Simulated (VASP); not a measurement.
# Nb3N4 (Pm-3m) in VASP: relaxation of cell and atoms with PBE

Aim: the relaxation of cell and atoms of Nb3N4 with PBE.

Everything below comes from runs of VASP 6.6.1. Logs are shortened: lines on timing, memory, paths and dates and some standing lists are left out, and cuts for length are marked.

### Step 1. The cell of the first run

Symmetry: Pm-3m, No. 221, cubic system. Conventional cell: a = 4.303 Å, b = 4.303 Å, c = 4.303 Å, α = 90.00°, β = 90.00°, γ = 90.00°. Nb (site symmetry 4/mmm) has 6 N at 2.15 Å within 2.8 Å. Within 2.8 Å of N (site symmetry m-3m) lie 6 Nb at 2.15 Å. Within 2.8 Å of N (site symmetry 4/mmm) lie 4 Nb at 2.15 Å.

### Step 2. Relaxation of cell and atoms, PBE

Input file INCAR:

```
SYSTEM = Nb3N4
  ALGO = Normal
  EDIFF = 1E-6
  EDIFFG = -0.01
  ENCUT = 600
  GGA = PE
  IBRION = 2
  ISIF = 3
  ISMEAR = 0
  LASPH = .True.
  LCHARG = .False.
  LREAL = .False.
  LWAVE = .False.
  NELM = 60
  NSW = 80
  PREC = Accurate
  SIGMA = 0.1
```

Input file KPOINTS:

```
k-points
0
Gamma
  8 8 8
  0 0 0
```

Input file POSCAR:

```
Nb3N4
1.0
    4.3029015713      0.0000000000      0.0000000000
    0.0000000000      4.3029015713      0.0000000000
    0.0000000000      0.0000000000      4.3029015713
Nb N
3 4
Direct
    0.5000000000      0.5000000000      0.0000000000
    0.0000000000      0.5000000000      0.5000000000
    0.5000000000      0.0000000000      0.5000000000
    0.5000000000      0.5000000000      0.5000000000
    0.5000000000      0.0000000000      0.0000000000
    0.0000000000      0.5000000000      0.0000000000
    0.0000000000      0.0000000000      0.5000000000
```

Potentials or basis: VASP PAW PBE potentials, release 64 (Nb_sv, N).

On the command line:

```console
$ cat potpaw_PBE.64/Nb_sv/POTCAR potpaw_PBE.64/N/POTCAR > POTCAR
$ mpirun -np 1 vasp_std > vasp.out
```

OUTCAR:

```text
SYSTEM = Nb3N4
   EDIFF = 1E-6
   EDIFFG = -0.01
   ENCUT = 600
   GGA = PE
   IBRION = 2
   ISIF = 3
   ISMEAR = 0
   LASPH = .True.
   LREAL = .False.
   NELM = 60
   NSW = 80
   PREC = Accurate

 ion  position               nearest neighbor table
   1  0.500  0.500  0.000-   4 2.15   5 2.15   6 2.15   4 2.15   5 2.15   6 2.15   3 3.04   3 3.04
                             3 3.04   2 3.04   3 3.04   2 3.04   2 3.04   2 3.04
   2  0.000  0.500  0.500-   4 2.15   6 2.15   7 2.15   6 2.15   7 2.15   4 2.15   3 3.04   3 3.04
                             1 3.04   1 3.04   3 3.04   1 3.04   1 3.04   3 3.04
   3  0.500  0.000  0.500-   4 2.15   5 2.15   7 2.15   5 2.15   4 2.15   7 2.15   2 3.04   1 3.04
                             2 3.04   1 3.04   1 3.04   2 3.04   1 3.04   2 3.04
   4  0.500  0.500  0.500-   1 2.15   2 2.15   3 2.15   1 2.15   3 2.15   2 2.15
   5  0.500  0.000  0.000-   1 2.15   3 2.15   3 2.15   1 2.15
   6  0.000  0.500  0.000-   1 2.15   2 2.15   2 2.15   1 2.15
   7  0.000  0.000  0.500-   2 2.15   3 2.15   2 2.15   3 2.15

  LATTYP: Found a simple cubic cell.
 ALAT       =     4.3029015713

  Lattice vectors:

 A1 = (   4.3029015713,   0.0000000000,   0.0000000000)
 A2 = (   0.0000000000,   4.3029015713,   0.0000000000)
 A3 = (   0.0000000000,   0.0000000000,   4.3029015713)

Analysis of symmetry for initial positions (statically):
=====================================================================
 Subroutine PRICEL returns:
 Original cell was already a primitive cell.

 Routine SETGRP: Setting up the symmetry group for a
 simple cubic supercell.

 Subroutine GETGRP returns: Found 48 space group operations
 (whereof 48 operations were pure point group operations)
 out of a pool of 48 trial point group operations.

The static configuration has the point symmetry O_h .

Analysis of symmetry for dynamics (positions and initial velocities):
=====================================================================
 Subroutine PRICEL returns:
 Original cell was already a primitive cell.

 Routine SETGRP: Setting up the symmetry group for a
 simple cubic supercell.

 Subroutine GETGRP returns: Found 48 space group operations
 (whereof 48 operations were pure point group operations)
 out of a pool of 48 trial point group operations.

The dynamic configuration has the point symmetry O_h .

 Subroutine INISYM returns: Found 48 space group operations
 (whereof 48 operations are pure point group operations),
 and found     1 'primitive' translations

----------------------------------------------------------------------------------------

                                     Primitive cell

  volume of cell :      79.6681

  direct lattice vectors                    reciprocal lattice vectors
     4.302901571  0.000000000  0.000000000     0.232401319  0.000000000  0.000000000
     0.000000000  4.302901571  0.000000000     0.000000000  0.232401319  0.000000000
     0.000000000  0.000000000  4.302901571     0.000000000  0.000000000  0.232401319

  length of vectors
     4.302901571  4.302901571  4.302901571     0.232401319  0.232401319  0.232401319

  position of ions in fractional coordinates (direct lattice)
     0.500000000  0.500000000  0.000000000
     0.000000000  0.500000000  0.500000000
     0.500000000  0.000000000  0.500000000
     0.500000000  0.500000000  0.500000000
     0.500000000  0.000000000  0.000000000
     0.000000000  0.500000000  0.000000000
     0.000000000  0.000000000  0.500000000

  ion indices of the primitive-cell ions
   primitive index   ion index
                 1           1
                 2           2
                 3           3
                 4           4
                 5           5
                 6           6
                 7           7

----------------------------------------------------------------------------------------

 KPOINTS: k-points

Automatic generation of k-mesh.
 Grid dimensions read from file:
 generate k-points for:    8    8    8

 Generating k-lattice:

  Cartesian coordinates                     Fractional coordinates (reciprocal lattice)
     0.029050165  0.000000000  0.000000000     0.125000000  0.000000000  0.000000000
     0.000000000  0.029050165  0.000000000     0.000000000  0.125000000  0.000000000
     0.000000000  0.000000000  0.029050165     0.000000000  0.000000000  0.125000000

  Length of vectors
     0.029050165  0.029050165  0.029050165

  Shift w.r.t. Gamma in fractional coordinates (k-lattice)
     0.000000000  0.000000000  0.000000000

 Subroutine IBZKPT returns following result:
 ===========================================

 Found     35 irreducible k-points:

 Following reciprocal coordinates:
            Coordinates               Weight
  0.000000  0.000000  0.000000      1.000000
  0.125000  0.000000  0.000000      6.000000
  0.250000  0.000000  0.000000      6.000000
  0.375000  0.000000  0.000000      6.000000
  0.500000  0.000000  0.000000      3.000000
  0.125000  0.125000  0.000000     12.000000
[... 16 lines left out ...]
  0.375000  0.375000  0.125000     24.000000
  0.500000  0.375000  0.125000     24.000000
 [... further k-points ...]
   k-points           NKPTS =     35   k-points in BZ     NKDIM =     35   number of bands    NBANDS=     35
   number of dos      NEDOS =    301   number of ions     NIONS =      7
   total plane-waves  NPLWV =  46656
   dimension x,y,z NGX =    36 NGY =   36 NGZ =   36
   dimension x,y,z NGXF=    72 NGYF=   72 NGZF=   72
   ions per type =               3   4
   NGX,Y,Z   is equivalent  to a cutoff of  13.91, 13.91, 13.91 a.u.
   NGXF,Y,Z  is equivalent  to a cutoff of  27.82, 27.82, 27.82 a.u.
 SYSTEM =  Nb3N4
   PREC   = accura    normal or accurate (medium, high low for compatibility)
   ISTART =      0    job   : 0-new  1-cont  2-samecut
   ICHARG =      2    charge: 1-file 2-atom 10-const
   ISPIN  =      1    spin polarized calculation?
   LNONCOLLINEAR =      F non collinear calculations
   LSORBIT =      F    spin-orbit coupling
   LASPH  =      T    aspherical Exc in radial PAW
   ENCUT  =  600.0 eV  44.10 Ry    6.64 a.u.   8.59  8.59  8.59*2*pi/ulx,y,z
   NELM   =     60;   NELMIN=  2; NELMDL= -5     # of ELM steps
   EDIFF  = 0.1E-05   stopping-criterion for ELM
   LREAL  =      F    real-space projection
   EDIFFG = -.1E-01   stopping-criterion for IOM
   NSW    =     80    number of steps for IOM
   IBRION =      2    ionic relax: 0-MD 1-quasi-New 2-CG
   NFREE  =      1    steps in history (QN), initial steepest desc. (CG)
   ISIF   =      3    stress and relaxation
   ISYM   =      2    0-nonsym 1-usesym 2-fastsym
   POTIM  = 0.5000    time-step for ionic-motion
   TEBEG  =    0.0;   TEEND  =   0.0 temperature during run
   PSTRESS=    0.0 pullay stress
   NELECT =      59.0000    total number of electrons
   NUPDOWN=      -1.0000    fix difference up-down
   EMIN   =  10.00;   EMAX   =-10.00  energy-range for DOS
   EFERMI =   0.00;   METHOD = LEGACY
   ISMEAR =     0;   SIGMA  =   0.10  broadening in eV -4-tet -1-fermi 0-gaus
   EFERMI_NEDOS =   21; number of points for ismear=-14 and -15
   IALGO  =     38    algorithm
   IMIX   =      4    mixing-type and parameters
     AMIX     =   0.40;   BMIX     =  1.00
     AMIX_MAG =   1.60;   BMIX_MAG =  1.00
  volume/ion in A,a.u.               =      11.38        76.80
  Fermi-wavevector in a.u.,A,eV,Ry     =   1.481144  2.798957 29.848311  2.193789
  Thomas-Fermi vector in A             =   2.595091
   LORBIT       =      0    0 simple, 1 ext, 2 COOP (PROOUT), +10 PAW based schemes
   GGA     = PE    functional components
   LHFCALC =     F    Hartree Fock is set to
   AEXX    =    0.0000 exact exchange contribution
   IVDW    =     0    specifies the selected vdW correction
   LEPSILON=     F    determine dielectric tensor
   LRPA    =     F    only Hartree local field effects (RPA)
 conjugate gradient relaxation of ions
 non-spin polarized calculation
 Gauss-broadening in eV      SIGMA  =   0.10
  energy-cutoff  :      600.00
  volume of cell :       79.67
 maximum number of plane-waves:      2685
 NGX is ok and might be reduce to    36
   NGX = 17   NGY = 17   NGZ = 17

--------------------------------------- Ionic step        1  -------------------------------------------

 number of electron      58.9999989 magnetization

 Free energy of the ion-electron system (eV)
  ---------------------------------------------------
  ext. energy  EPLUGINS =         0.00000000
  ---------------------------------------------------
  free energy    TOTEN  =       -70.52585154 eV

  energy without entropy =      -70.50106422  energy(sigma->0) =      -70.51345788

------------------------ aborting loop because EDIFF is reached ----------------------------------------

  FORCE on cell =-STRESS in cart. coord.  units (eV):
  Direction    XX          YY          ZZ          XY          YZ          ZX
  --------------------------------------------------------------------------------------
  -------------------------------------------------------------------------------------
  Total       -0.3876697     -0.3876697     -0.3876697     -0.0000000      0.0000000     -0.0000000
  in kB       -7.7962934     -7.7962934     -7.7962934     -0.0000000      0.0000000     -0.0000000
  external PRESSURE =      -7.7962934 kB  Pullay stress =       0.0000000 kB
[... 67 lines left out ...]
  energy  without entropy=      -70.4995641784  energy(sigma->0) =      -70.51194036

--------------------------------------- Ionic step        3  -------------------------------------------

 number of electron      58.9999990 magnetization

 Free energy of the ion-electron system (eV)
  ---------------------------------------------------
  ext. energy  EPLUGINS =         0.00000000
  ---------------------------------------------------
  free energy    TOTEN  =       -70.52637898 eV

  energy without entropy =      -70.50160474  energy(sigma->0) =      -70.51399186

 E-fermi :  10.4910     XC(G=0): -12.4043

 val. band max:       10.4856477606   @ k =   0.3750   0.1250   0.1250
 cond. band min:      10.4917830476   @ k =   0.3750   0.2500   0.1250
 fundamental gap:      0.0061352870
 Fermi energy:        10.4909520043

 k-point     1 :       0.0000    0.0000    0.0000
  band No.  band energies     occupation
      1     -45.6973      2.00000
      2     -45.5253      2.00000
      3     -45.5253      2.00000
      4     -22.1556      2.00000
      5     -22.1556      2.00000
      6     -22.1556      2.00000
[... 901 lines left out ...]
     34      12.5652      0.00000
     35      12.8736      0.00000

 [... further k-points ...]
[... 5 lines left out ...]
  --------------------------------------------------------------------------------------
  -------------------------------------------------------------------------------------
  Total        0.0011212      0.0011212      0.0011212      0.0000000     -0.0000000      0.0000000
  in kB        0.0226092      0.0226092      0.0226092      0.0000000     -0.0000000      0.0000000
  external PRESSURE =       0.0226092 kB  Pullay stress =       0.0000000 kB
[... 22 lines left out ...]
  FREE ENERGIE OF THE ION-ELECTRON SYSTEM (eV)
  ---------------------------------------------------
  free  energy   TOTEN  =       -70.5263789808 eV

  energy  without entropy=      -70.5016047424  energy(sigma->0) =      -70.51399186

 reached required accuracy - stopping structural energy minimisation
```

Run time: 4.6 min. Hardware: 1 thread of Intel Xeon Platinum 8259CL at 2.50GHz (Skylake/Cascade Lake), shared host; peak memory 0.27 GiB.

Results:

```yaml
Free_energy: -70.5264 eV
Relaxed_volume: 11.35 Å³/atom
Relaxed_cell: a = 4.299 Å, b = 4.299 Å, c = 4.299 Å, α = 90.00°, β = 90.00°, γ = 90.00°
Space_group_after_relaxing_to_0.05_Å: Pm-3m (No. 221)
Energy_gained_by_relaxing: 0.1 meV/atom
Ionic_steps: 3
Pressure_after_relaxing: 0.0 GPa
```

Step by step:
```
step  energy change (eV)  largest force (eV/Å)  pressure (GPa)  volume (Å³)
   1              0.0000                0.0000           -0.78        79.67
   2              0.0015                0.0000            1.59        79.03
   3             -0.0005                0.0000            0.00        79.45
```

Final structure:
```yaml
crystal:
  lattice:
    - [4.29902, 0.00000, 0.00000]
    - [0.00000, 4.29902, 0.00000]
    - [0.00000, 0.00000, 4.29902]
  atoms:
    - { symbol: Nb, position: [0.50000, 0.50000, 0.00000] }
    - { symbol: Nb, position: [0.00000, 0.50000, 0.50000] }
    - { symbol: Nb, position: [0.50000, 0.00000, 0.50000] }
    - { symbol: N, position: [0.50000, 0.50000, 0.50000] }
    - { symbol: N, position: [0.50000, 0.00000, 0.00000] }
    - { symbol: N, position: [0.00000, 0.50000, 0.00000] }
    - { symbol: N, position: [0.00000, 0.00000, 0.50000] }
```

Levels at points of the mesh, in eV from the Fermi level:
```
           k point  band 26  band 27  band 28  band 29  band 30  band 31  band 32  band 33
(0.00, 0.00, 0.00)    -2.06    -2.06    -2.06    -1.05    -1.05    -1.05     0.45     0.45
(0.50, 0.00, 0.00)    -2.42    -2.26    -2.26    -2.17    -0.29     1.03     1.03     1.19
(0.50, 0.50, 0.00)    -3.84    -3.84    -0.46     0.69     1.29     1.45     1.52     1.52
(0.50, 0.50, 0.50)    -5.82    -1.57    -1.57     2.11     2.11     2.11     2.66     2.66
```
